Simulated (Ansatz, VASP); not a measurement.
**GaAs in VASP and in Ansatz**

The input POSCAR:

```
GaAs
1.0
    0.0000000000      2.8750000000      2.8750000000
    2.8750000000      0.0000000000      2.8750000000
    2.8750000000      2.8750000000      0.0000000000
Ga As
1 1
Direct
    0.0000000000      0.0000000000      0.0000000000
    0.2500000000      0.2500000000      0.2500000000
```

The input INCAR.step1:

```
SYSTEM = GaAs
PREC     = Accurate       ! precision mode
ENCUT    = 400            ! plane-wave cutoff, eV
EDIFF    = 1E-5           ! SCF threshold, eV
ISMEAR   = -1             ! smearing method
SIGMA    = 0.02           ! smearing width, eV
LREAL    = .FALSE.        ! projectors in reciprocal space
LASPH    = .TRUE.         ! aspherical terms in the spheres
NELM     = 120            ! most SCF steps
ALGO     = Normal         ! electronic algorithm
ISIF     = 2              ! what is computed and relaxed
LWAVE    = .TRUE.         ! write WAVECAR
GGA      = PE             ! functional
NBANDS   = 16             ! bands
GGA_COMPAT= .FALSE.
```

The input INCAR.step2:

```
SYSTEM = GaAs
PREC     = Accurate       ! precision mode
ENCUT    = 400            ! plane-wave cutoff, eV
EDIFF    = 1E-6           ! SCF threshold, eV
ISMEAR   = -1             ! smearing method
SIGMA    = 0.02           ! smearing width, eV
LREAL    = .FALSE.        ! projectors in reciprocal space
LASPH    = .TRUE.         ! aspherical terms in the spheres
NELM     = 120            ! most SCF steps
ALGO     = Normal         ! electronic algorithm
ISIF     = 2              ! what is computed and relaxed
LWAVE    = .FALSE.        ! write WAVECAR
LCHARG   = .TRUE.         ! write CHGCAR
GGA      = PE             ! functional
LHFCALC  = .TRUE.         ! exact exchange
HFSCREEN = 0.2079         ! screening, 1/A
PRECFOCK = Normal       
LELF     = .TRUE.         ! ELF
LVHAR    = .TRUE.       
ISTART   = 1            
NBANDS   = 16             ! bands
GGA_COMPAT= .FALSE.
```

KPOINTS

```
Automatic mesh
0
G
  2 2 2
  0 0 0
```

Input for Ansatz:

```yaml
crystal:
  lattice:
    - [0, 2.875, 2.875]
    - [2.875, 0, 2.875]
    - [2.875, 2.875, 0]
  atoms:
    - { symbol: Ga, position: [0, 0, 0] }
    - { symbol: As, position: [0.25, 0.25, 0.25] }
kpoints:
  mp_grid: { grid: [2, 2, 2] }
hamiltonian:
  xc: hse06
  pseudopotentials: { kind: paw }
scf:
  occupations: { method: fermi_dirac, width: 0.02 }
  convergence: { dr2_threshold: "1e-9 eV" }
  exx: { energy_threshold: "2e-8 eV" }
output:
  forces: true
  stress: true
  eigenvalues: true
```

Alike in both runs: task single point; functional HSE06; k mesh 2 × 2 × 2; occupations fermi-dirac, width 0.02 eV; no spin polarisation.

|  | VASP | Ansatz |
| --- | --- | --- |
| version | VASP 6.6.1 | Ansatz 0.2.0 development build |
| potentials or method | VASP PAW PBE potentials, release 64 (Ga_d, As) | plane waves, PAW datasets (generated soft set 1) |
| plane-wave cutoff (eV) | 400 | 420 |
| valence electrons in the cell | 18 | 28 |

Ansatz gave:

- gap on the k mesh at the Fermi level (eV): 1.34

Q: Estimate VASP's values.

A: gap on the k mesh at the Fermi level (eV): 1.40.

VASP's potentials hold 18 valence electrons a cell and Ansatz's 28, so a difference there can come from the potentials and not from the codes. Ansatz's warnings: stress scf threshold loose.

The k mesh is coarse, so the values compare programs but aren't converged.
